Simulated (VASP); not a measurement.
## Ga: single point with PBE

The system is Ga.

```xyz
1
Lattice="2.7382 0.0000 0.0000 0.0000 2.7382 0.0000 0.0000 0.0000 2.7382" Properties=species:S:1:pos:R:3 pbc="T T T"
Ga    0.0000    0.0000    0.0000
```

This isn't the form of Ga at room conditions, which is orthorhombic.

| Property | Result |
| --- | --- |
| Program | VASP 6.6.1 |
| Task | single point |
| Functional | PBE |
| Potentials or basis | VASP PAW PBE potentials, release 64 (Ga_d) |
| Cutoff | 520 eV |
| k mesh | 40 × 40 × 40 |
| Occupations | fermi-dirac, width 0.0612256 eV |
| Spin | no spin polarisation |

```json
{
  "Pressure": "-0.9 GPa",
  "Band gap on the k mesh": "zero (an odd number of electrons rules out a gap without spin polarisation)"
}
```

Levels at points of the mesh, in eV from the Fermi level:
| k point | band 3 | band 4 | band 5 | band 6 | band 7 | band 8 | band 9 | band 10 |
| --- | --- | --- | --- | --- | --- | --- | --- | --- |
| (0.00, 0.00, 0.00) | -14.60 | -14.60 | -14.60 | -10.40 | 8.79 | 8.79 | 8.79 | 11.73 |
| (0.50, 0.00, 0.00) | -14.73 | -14.73 | -14.59 | -6.17 | -3.99 | 12.11 | 12.11 | 15.35 |
| (0.50, 0.50, 0.00) | -14.71 | -14.71 | -14.47 | -1.75 | -0.63 | -0.63 | 4.22 | 15.49 |
| (0.50, 0.50, 0.50) | -14.92 | -14.46 | -14.46 | 2.57 | 2.57 | 2.57 | 3.48 | 8.12 |

It took 2.9 min on 1 thread of Oxide Virtual Turin-like Processor, with other jobs on the host, peak memory 0.44 GiB.
